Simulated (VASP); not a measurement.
# Zn (P6_3/mmc) in VASP: further runs

The runs below take Zn through single point, with r2SCAN.

Everything below comes from runs of VASP 6.6.1. Logs are shortened: lines on timing, memory, paths and dates and some standing lists are left out, and cuts for length are marked.

## 1. The cell of the first run

The structure is hexagonal, space group P6_3/mmc (No. 194). The conventional cell has a = 2.619 Å, b = 2.619 Å, c = 4.839 Å, α = 90.00°, β = 90.00°, γ = 120.00°. Within 3.5 Å of Zn (site symmetry -6m2) lie 12 Zn at 2.62 to 2.85 Å.

## 2. Single point, r2SCAN

Input file POSCAR:

```
Zn
1.0
    2.6187264646      0.0000000000      0.0000000000
   -1.3093632323      2.2678836439      0.0000000000
    0.0000000000      0.0000000000      4.8388970683
Zn
2
Direct
    0.3333333333      0.6666666667      0.2500000000
    0.6666666667      0.3333333333      0.7500000000
```

Input file INCAR.step1:

```
ALGO = Normal
EDIFF = 1E-4
ENCUT = 520
GGA = PE
ISMEAR = -1
LASPH = T
LCHARG = F
LREAL = F
LWAVE = T
NBANDS = 19
NELM = 100
PREC = Accurate
SIGMA = 0.1
```

Input file INCAR.step2:

```
ALGO = Normal
EDIFF = 1E-7
ENCUT = 520
ISIF = 2
ISMEAR = -1
ISTART = 1
LASPH = T
LCHARG = T
LELF = T
LMIXTAU = T
LREAL = F
LVHAR = T
LWAVE = F
METAGGA = R2SCAN
NBANDS = 19
NELM = 100
PREC = Accurate
SIGMA = 0.1
```

Input file KPOINTS:

```
k-points
0
Gamma
  20 20 10
```

Potentials or basis: VASP PAW PBE potentials, release 64 (Zn).

Launch:

```console
> cat potpaw_PBE.64/Zn/POTCAR > POTCAR
> cp INCAR.step1 INCAR
> mpirun -np 1 vasp_std > vasp.out
> cp INCAR.step2 INCAR
> mpirun -np 1 vasp_std > vasp.out
```

OUTCAR:

```text
EDIFF = 1E-7
   ENCUT = 520
   ISIF = 2
   ISMEAR = -1
   ISTART = 1
   LASPH = T
   LREAL = F
   METAGGA = R2SCAN
   NELM = 100
   PREC = Accurate

 ion  position               nearest neighbor table
   1  0.333  0.667  0.250-   2 2.85   2 2.85   2 2.85   2 2.85   2 2.85   2 2.85
   2  0.667  0.333  0.750-   1 2.85   1 2.85   1 2.85   1 2.85   1 2.85   1 2.85

  LATTYP: Found a hexagonal cell.
 ALAT       =     2.6187264646
 C/A-ratio  =     1.8478054633

  Lattice vectors:

 A1 = (   2.6187264646,   0.0000000000,   0.0000000000)
 A2 = (  -1.3093632323,   2.2678836439,   0.0000000000)
 A3 = (   0.0000000000,   0.0000000000,   4.8388970683)

Analysis of symmetry for initial positions (statically):
=====================================================================
 Subroutine PRICEL returns:
 Original cell was already a primitive cell.

 Routine SETGRP: Setting up the symmetry group for a
 hexagonal supercell.

 Subroutine GETGRP returns: Found 24 space group operations
 (whereof 12 operations were pure point group operations)
 out of a pool of 24 trial point group operations.

The static configuration has the point symmetry D_3d.
 The point group associated with its full space group is D_6h.

Analysis of symmetry for dynamics (positions and initial velocities):
=====================================================================
 Subroutine PRICEL returns:
 Original cell was already a primitive cell.

 Routine SETGRP: Setting up the symmetry group for a
 hexagonal supercell.

 Subroutine GETGRP returns: Found 24 space group operations
 (whereof 12 operations were pure point group operations)
 out of a pool of 24 trial point group operations.

The dynamic configuration has the point symmetry D_3d.
 The point group associated with its full space group is D_6h.

 Subroutine INISYM returns: Found 24 space group operations
 (whereof 12 operations are pure point group operations),
 and found     1 'primitive' translations

----------------------------------------------------------------------------------------

                                     Primitive cell

  volume of cell :      28.7380

  direct lattice vectors                    reciprocal lattice vectors
     2.618726465  0.000000000  0.000000000     0.381865007  0.220469865  0.000000000
    -1.309363232  2.267883644  0.000000000     0.000000000  0.440939729  0.000000000
     0.000000000  0.000000000  4.838897068     0.000000000  0.000000000  0.206658663

  length of vectors
     2.618726465  2.618726465  4.838897068     0.440939729  0.440939729  0.206658663

  position of ions in fractional coordinates (direct lattice)
     0.333333333  0.666666667  0.250000000
     0.666666667  0.333333333  0.750000000

  ion indices of the primitive-cell ions
   primitive index   ion index
                 1           1
                 2           2

----------------------------------------------------------------------------------------

 KPOINTS: k-points

Automatic generation of k-mesh.
 Grid dimensions read from file:
 generate k-points for:   20   20   10

 Generating k-lattice:

  Cartesian coordinates                     Fractional coordinates (reciprocal lattice)
     0.019093250  0.011023493  0.000000000     0.050000000 -0.000000000  0.000000000
     0.000000000  0.022046986  0.000000000     0.000000000  0.050000000  0.000000000
     0.000000000  0.000000000  0.020665866     0.000000000  0.000000000  0.100000000

  Length of vectors
     0.022046986  0.022046986  0.020665866

  Shift w.r.t. Gamma in fractional coordinates (k-lattice)
     0.000000000  0.000000000  0.000000000

 Subroutine IBZKPT returns following result:
 ===========================================

 Found    264 irreducible k-points:

 Following reciprocal coordinates:
            Coordinates               Weight
  0.000000  0.000000  0.000000      1.000000
  0.050000  0.000000  0.000000      6.000000
  0.100000  0.000000  0.000000      6.000000
  0.150000  0.000000  0.000000      6.000000
  0.200000  0.000000  0.000000      6.000000
  0.250000  0.000000  0.000000      6.000000
[... 16 lines left out ...]
  0.200000  0.100000  0.000000     12.000000
  0.250000  0.100000  0.000000     12.000000
 [... further k-points ...]
   k-points           NKPTS =    264   k-points in BZ     NKDIM =    264   number of bands    NBANDS=     19
   number of dos      NEDOS =    301   number of ions     NIONS =      2
   total plane-waves  NPLWV =  14400
   dimension x,y,z NGX =    20 NGY =   20 NGZ =   36
   dimension x,y,z NGXF=    40 NGYF=   40 NGZF=   72
   ions per type =               2
   NGX,Y,Z   is equivalent  to a cutoff of  12.70, 12.70, 12.37 a.u.
   NGXF,Y,Z  is equivalent  to a cutoff of  25.39, 25.39, 24.74 a.u.
 SYSTEM =  unknown system
   PREC   = accura    normal or accurate (medium, high low for compatibility)
   ISTART =      1    job   : 0-new  1-cont  2-samecut
   ICHARG =      0    charge: 1-file 2-atom 10-const
   ISPIN  =      1    spin polarized calculation?
   LNONCOLLINEAR =      F non collinear calculations
   LSORBIT =      F    spin-orbit coupling
   LASPH  =      T    aspherical Exc in radial PAW
   ENCUT  =  520.0 eV  38.22 Ry    6.18 a.u.   4.87  4.87  9.00*2*pi/ulx,y,z
   NELM   =    100;   NELMIN=  2; NELMDL=  0     # of ELM steps
   EDIFF  = 0.1E-06   stopping-criterion for ELM
   LREAL  =      F    real-space projection
   EDIFFG = 0.1E-05   stopping-criterion for IOM
   NSW    =      0    number of steps for IOM
   IBRION =     -1    ionic relax: 0-MD 1-quasi-New 2-CG
   NFREE  =      0    steps in history (QN), initial steepest desc. (CG)
   ISIF   =      2    stress and relaxation
   ISYM   =      2    0-nonsym 1-usesym 2-fastsym
   POTIM  = 0.5000    time-step for ionic-motion
   TEBEG  =    0.0;   TEEND  =   0.0 temperature during run
   PSTRESS=    0.0 pullay stress
   NELECT =      24.0000    total number of electrons
   NUPDOWN=      -1.0000    fix difference up-down
   EMIN   =  10.00;   EMAX   =-10.00  energy-range for DOS
   EFERMI =   0.00;   METHOD = LEGACY
   ISMEAR =    -1;   SIGMA  =   0.10  broadening in eV -4-tet -1-fermi 0-gaus
   EFERMI_NEDOS =   21; number of points for ismear=-14 and -15
   IALGO  =     38    algorithm
   IMIX   =      4    mixing-type and parameters
     AMIX     =   0.40;   BMIX     =  1.00
     AMIX_MAG =   1.60;   BMIX_MAG =  1.00
  volume/ion in A,a.u.               =      14.37        96.97
  Fermi-wavevector in a.u.,A,eV,Ry     =   1.541675  2.913343 32.337805  2.376762
  Thomas-Fermi vector in A             =   2.647587
   LORBIT       =      0    0 simple, 1 ext, 2 COOP (PROOUT), +10 PAW based schemes
   METAGGA = R2SCAN    functional components
   LHFCALC =     F    Hartree Fock is set to
   AEXX    =    0.0000 exact exchange contribution
   IVDW    =     0    specifies the selected vdW correction
   LEPSILON=     F    determine dielectric tensor
   LRPA    =     F    only Hartree local field effects (RPA)
 non-spin polarized calculation
  energy-cutoff  :      520.00
  volume of cell :       28.74
 maximum number of plane-waves:       796
 NGX is ok and might be reduce to    20
   NGX =  9   NGY =  9   NGZ = 17

 number of electron      24.0000039 magnetization

 Free energy of the ion-electron system (eV)
  ---------------------------------------------------
  ext. energy  EPLUGINS =         0.00000000
  ---------------------------------------------------
  free energy    TOTEN  =       -17.80093187 eV

  energy without entropy =      -17.78582537  energy(sigma->0) =      -17.79337862

 E-fermi :   3.3662     XC(G=0): -12.9812

 val. band max:        3.3651494507   @ k =   0.4000   0.0000   0.0000
 cond. band min:       3.4160085034   @ k =   0.3500   0.2500   0.3000
 fundamental gap:      0.0508590526
 Fermi energy:         3.3661865173

 k-point     1 :       0.0000    0.0000    0.0000
  band No.  band energies     occupation
      1      -7.9479      2.00000
      2      -5.8367      2.00000
      3      -5.0062      2.00000
      4      -4.7465      2.00000
      5      -4.7463      2.00000
      6      -4.6876      2.00000
[... 11 lines left out ...]
     18      24.0513      0.00000
     19      24.1162      0.00000

 k-point     2 :       0.0500    0.0000    0.0000
  band No.  band energies     occupation
      1      -7.8673      2.00000
      2      -5.8003      2.00000
      3      -4.9978      2.00000
      4      -4.7551      2.00000
      5      -4.7269      2.00000
      6      -4.6971      2.00000
[... 11 lines left out ...]
     18      23.1693      0.00000
     19      25.0673      0.00000

 k-point     3 :       0.1000    0.0000    0.0000
  band No.  band energies     occupation
      1      -7.6276      2.00000
      2      -5.6985      2.00000
      3      -4.9777      2.00000
      4      -4.7757      2.00000
      5      -4.7194      2.00000
      6      -4.6697      2.00000
[... 11 lines left out ...]
     18      22.5412      0.00000
     19      24.7499      0.00000

 k-point     4 :       0.1500    0.0000    0.0000
  band No.  band energies     occupation
      1      -7.2376      2.00000
      2      -5.5563      2.00000
      3      -4.9614      2.00000
      4      -4.8026      2.00000
      5      -4.7202      2.00000
      6      -4.5794      2.00000
[... 11 lines left out ...]
     18      21.3668      0.00000
     19      22.6577      0.00000

 k-point     5 :       0.2000    0.0000    0.0000
  band No.  band energies     occupation
      1      -6.7211      2.00000
      2      -5.4254      2.00000
      3      -4.9433      2.00000
      4      -4.8335      2.00000
      5      -4.7402      2.00000
      6      -4.6470      2.00000
[... 11 lines left out ...]
     18      20.5353      0.00000
     19      20.7831      0.00000
[... 334 lines left out ...]
      2      -5.4746      2.00000
      3      -4.9708      2.00000
      4      -4.7850      2.00000
      5      -4.7827      2.00000
      6      -4.6186      2.00000
[... 11 lines left out ...]
     18      21.9169      0.00000
     19      22.6248      0.00000

 k-point    22 :       0.1500    0.1000    0.0000
  band No.  band energies     occupation
      1      -6.5023      2.00000
      2      -5.3405      2.00000
      3      -4.9915      2.00000
      4      -4.8284      2.00000
      5      -4.7825      2.00000
      6      -4.7259      2.00000
[... 11 lines left out ...]
     18      20.8289      0.00000
     19      20.9832      0.00000

 k-point    23 :       0.2000    0.1000    0.0000
  band No.  band energies     occupation
      1      -5.9465      2.00000
      2      -5.2803      2.00000
      3      -4.9556      2.00000
      4      -4.9373      2.00000
      5      -4.8419      2.00000
      6      -4.6191      2.00000
[... 11 lines left out ...]
     18      20.0448      0.00000
     19      20.7856      0.00000

 k-point    24 :       0.2500    0.1000    0.0000
  band No.  band energies     occupation
      1      -5.5412      2.00000
      2      -5.3118      2.00000
      3      -5.0689      2.00000
      4      -4.8140      2.00000
      5      -4.7828      2.00000
      6      -4.6686      2.00000
[... 11 lines left out ...]
     18      19.3513      0.00000
     19      20.3155      0.00000

 [... further k-points ...]
[... 5 lines left out ...]
  --------------------------------------------------------------------------------------
  -------------------------------------------------------------------------------------
  Total        0.1127482      0.1127482      0.0742303      0.0000000     -0.0000000      0.0000000
  in kB        6.2858325      6.2858325      4.1384186      0.0000000     -0.0000000      0.0000000
  external PRESSURE =       5.5700279 kB  Pullay stress =       0.0000000 kB

 VOLUME and BASIS-vectors are now :
 -----------------------------------------------------------------------------
  energy-cutoff  :      520.00
  volume of cell :       28.74
      direct lattice vectors                 reciprocal lattice vectors
     2.618726465  0.000000000  0.000000000     0.381865007  0.220469865  0.000000000
    -1.309363232  2.267883644  0.000000000     0.000000000  0.440939729  0.000000000
     0.000000000  0.000000000  4.838897068     0.000000000  0.000000000  0.206658663

 POSITION                                       TOTAL-FORCE (eV/Angst)
 -----------------------------------------------------------------------------------
     -0.00000      1.51192      1.20972         0.000000      0.000000      0.000000
      1.30936      0.75596      3.62917        -0.000000      0.000000      0.000000
 -----------------------------------------------------------------------------------
    total drift:                                0.000000     -0.000000      0.000000

  FREE ENERGIE OF THE ION-ELECTRON SYSTEM (eV)
  ---------------------------------------------------
  free  energy   TOTEN  =       -17.8009318681 eV

  energy  without entropy=      -17.7858253665  energy(sigma->0) =      -17.79337862
```

Wall time 9.5 min (1 thread of Intel Xeon Platinum 8375C at 2.90GHz (Ice Lake), shared host); peak memory 0.23 GiB.

Results:

- Free energy: -17.8009 eV
- Pressure: 0.6 GPa
- Band gap on the k mesh: zero (bands 12 and 13 overlap by 4.43 eV)

Levels at points of the mesh, in eV from the Fermi level:
```csv
k point,band 8,band 9,band 10,band 11,band 12,band 13,band 14,band 15,band 16,band 17
"(0.00, 0.00, 0.00)",-7.70,-7.70,-7.46,-7.46,-4.05,-2.99,15.12,18.67,19.15,19.15
"(0.50, 0.00, 0.00)",-7.47,-7.26,-7.24,-3.18,-2.27,3.03,3.84,4.85,6.12,11.10
"(0.00, 0.00, 0.50)",-8.10,-7.56,-7.56,-7.56,-7.56,5.15,5.15,20.63,20.63,20.63
"(0.50, 0.00, 0.50)",-7.49,-7.25,-7.25,-2.17,-2.17,0.39,0.39,11.26,11.26,13.10
```

Caveat: the PAW data sets were made with another functional, which shifts forces and pressure a little.

## 3. Single point, r2SCAN

POSCAR is that of step 2.

Input file INCAR.step1:

```
  PREC = Accurate
  ENCUT = 520
  ISMEAR = -1
  SIGMA = 0.1
  LREAL = F
  LASPH = T
  NELM = 80
  NBANDS = 19
  GGA = PE
  ALGO = Normal
  EDIFF = 1E-4
  LWAVE = T
  LCHARG = F
```

Input file INCAR.step2:

```
  PREC = Accurate
  ENCUT = 520
  EDIFF = 1E-6
  ISMEAR = -1
  SIGMA = 0.1
  LREAL = F
  LASPH = T
  NELM = 80
  ALGO = Normal
  ISIF = 2
  LWAVE = F
  LCHARG = F
  METAGGA = R2SCAN
  LMIXTAU = T
  NBANDS = 19
  ISTART = 1
```

Input file KPOINTS:

```
regular mesh
0
Gamma
  23 23 11
```

Potentials or basis: VASP PAW PBE potentials, release 64 (Zn).

Launch:

```console
> cat potpaw_PBE.64/Zn/POTCAR > POTCAR
> cp INCAR.step1 INCAR
> mpirun -np 1 vasp_std > vasp.out
> cp INCAR.step2 INCAR
> mpirun -np 1 vasp_std > vasp.out
```

Wall time 9.9 min (1 thread of Intel Xeon Platinum 8375C at 2.90GHz (Ice Lake), shared host); peak memory 0.26 GiB.

Results (log left out):

```yaml
Free_energy: -17.8036 eV
Pressure: 0.5 GPa
Band_gap_on_the_k_mesh: zero (bands 12 and 13 overlap by 4.72 eV)
```

Levels at points of the mesh, in eV from the Fermi level:
| k point | band 9 | band 10 | band 11 | band 12 | band 13 | band 14 | band 15 | band 16 |
| --- | --- | --- | --- | --- | --- | --- | --- | --- |
| (0.00, 0.00, 0.00) | -7.73 | -7.49 | -7.49 | -4.09 | -3.02 | 15.09 | 18.64 | 19.12 |

Caveat: the PAW data sets were made with another functional, which shifts forces and pressure a little.
